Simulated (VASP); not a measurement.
C: single point with PBE

Crystal: C.

```
CELL_PARAMETERS angstrom
3.29426 0.00000 -0.09923
0.00000 1.28638 0.00000
-1.53949 0.00000 2.94207
ATOMIC_POSITIONS crystal
C 0.50000 0.00000 0.00000
```

```
Program             : VASP 6.6.1
Task                : single point
Functional          : PBE
Potentials or basis : VASP PAW PBE potentials, release 64 (C)
Cutoff              : 520 eV
k mesh              : 8 × 12 × 8
Occupations         : gaussian, width 0.1 eV
Spin                : no spin polarisation
```

```json
{
  "Pressure": "-0.1 GPa",
  "Band gap on the k mesh": "zero (band 2 reaches 10.10 eV, above the bottom of band 3 at -4.16 eV)"
}
```

Stress tensor (GPa, compression positive):
```
 0.19  0.00 -0.06
 0.00 -0.42  0.00
-0.06  0.00 -0.02
```

Levels at points of the mesh, in eV from the Fermi level:
| k point | band 1 | band 2 | band 3 | band 4 | band 5 |
| --- | --- | --- | --- | --- | --- |
| (0.00, 0.00, 0.00) | -16.79 | -4.25 | -4.20 | 5.54 | 13.19 |
| (0.50, 0.00, 0.00) | -16.17 | -6.60 | -4.72 | 7.60 | 11.75 |
| (0.00, 0.50, 0.00) | -9.15 | 7.67 | 11.43 | 11.46 | 24.07 |
| (0.50, 0.50, 0.00) | -9.08 | 8.57 | 10.41 | 11.22 | 20.47 |
| (0.00, 0.00, 0.50) | -16.19 | -6.60 | -4.67 | 7.69 | 11.65 |
| (0.50, 0.00, 0.50) | -16.16 | -6.60 | -4.77 | 7.54 | 11.84 |
| (0.00, 0.50, 0.50) | -9.09 | 8.55 | 10.42 | 11.25 | 20.46 |
| (0.50, 0.50, 0.50) | -9.08 | 8.59 | 10.41 | 11.20 | 20.48 |

It took 14 s on 1 thread of Intel(R) Xeon(R) Platinum 8375C CPU @ 2.90GHz (Ice Lake), with other jobs on the host, peak memory 0.13 GiB.

Caveat: the k points lie up to 0.41 Å⁻¹ apart.
